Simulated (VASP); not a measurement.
Write the native input for VASP 6.6.1 that does the following.

```yaml
Task: single point
Functional: r2SCAN
Potentials_or_basis: VASP PAW PBE potentials, release 64 (Li_sv, F)
Cutoff: 520 eV
k_mesh: 10 × 10 × 10
Occupations: gaussian, width 0.01 eV
Spin: no spin polarisation
Dipole_correction: no
Further_INCAR_settings: ALGO = Normal; EDIFF = 1e-06; NBANDS = 12
```

The system is LiF.

```
Li F
1.0
     0.00000    1.93503    1.93503
     1.93503    0.00000    1.93503
     1.93503    1.93503    0.00000
Li F
1 1
Direct
  0.00000 0.00000 0.00000
  0.50000 0.50000 0.50000
```

This cell differs from its parent crystal: strain -3.0%.

These files were run (other wordings do the same):

POSCAR

```
LiF
1.0
    0.0000000000      1.9350255854      1.9350255854
    1.9350255854      0.0000000000      1.9350255854
    1.9350255854      1.9350255854      0.0000000000
Li F
1 1
Direct
    0.0000000000      0.0000000000      0.0000000000
    0.5000000000      0.5000000000      0.5000000000
```

INCAR.step1

```
SYSTEM = LiF
ALGO = Normal
EDIFF = 1E-4
ENCUT = 520
GGA = PE
ISMEAR = 0
LASPH = .TRUE.
LCHARG = .FALSE.
LREAL = .FALSE.
LWAVE = .TRUE.
NBANDS = 12
NELM = 80
PREC = Accurate
SIGMA = 0.01
```

INCAR.step2

```
SYSTEM = LiF
ALGO = Normal
EDIFF = 1E-6
ENCUT = 520
ISIF = 2
ISMEAR = 0
ISTART = 1
LASPH = .TRUE.
LCHARG = .FALSE.
LMIXTAU = .TRUE.
LREAL = .FALSE.
LWAVE = .FALSE.
METAGGA = R2SCAN
NBANDS = 12
NELM = 80
PREC = Accurate
SIGMA = 0.01
```

KPOINTS

```
k-points
0
G
  10 10 10
  0 0 0
```

Potentials or basis: VASP PAW PBE potentials, release 64 (Li_sv, F).

Command:

```sh
$ cat potpaw_PBE.64/Li_sv/POTCAR potpaw_PBE.64/F/POTCAR > POTCAR
$ cp INCAR.step1 INCAR
$ mpirun -np 1 vasp_std > vasp.out
$ cp INCAR.step2 INCAR
$ mpirun -np 1 vasp_std > vasp.out
```

It gave:

```yaml
Band_gap_on_the_k_mesh: 11.49 eV, direct
```

Caveat: the cell differs from its parent crystal (strain -3.0%).

Run time: 76 s on 1 thread of AMD EPYC 7571, on a shared host, peak memory 0.09 GiB.
